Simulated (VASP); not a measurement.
Runs of VASP 6.6.1 on MgS. The structure is that of space group F-43m (No. 216), or close to it. The cells are those of the table. 

| level | cell | k mesh | gap on the mesh (eV) | pressure (GPa) |
| --- | --- | --- | --- | --- |
| PBE | a = 4.108 Å, angles 60.0°, 2 atoms | 6 × 6 × 6 | 3.09 | (b) |
| PBE | a = 3.946 Å, angles 60.0°, 2 atoms | 6 × 6 × 6 | 3.68 | (c) |
| r2SCAN | a = 4.003 Å, angles 60.0°, 2 atoms | 8 × 8 × 8 | 4.13 | -0.3 |
| r2SCAN | a = 4.003 Å, angles 60.0°, 2 atoms | 6 × 6 × 6 | 4.13 | -0.3 |
| r2SCAN | a = 3.922 Å, angles 60.0°, 2 atoms | 6 × 6 × 6 | 4.27 | 3.9 |
| r2SCAN | a = 4.043 Å, angles 60.0°, 2 atoms | 6 × 6 × 6 | 3.97 | -1.9 |
| PBE | a = 4.029 Å, angles 60.0°, 2 atoms | 6 × 6 × 6 | 3.37 | -0.1 |
| PBE | a = 3.988 Å, angles 60.0°, 2 atoms | 6 × 6 × 6 | (a) | 1.7 |

Alike in all rows: task single point; potentials or basis VASP PAW PBE potentials, release 64 (Mg, S); no spin polarisation; cutoff (eV) 520; smearing gaussian 0.01 eV.

Q: Fill in the values left out.

A: (a) 3.52; (b) -3.0; (c) 3.7.

Caveats: the PAW data sets were made with another functional, which shifts forces and pressure a little (some runs).

A k mesh can miss the band edges.
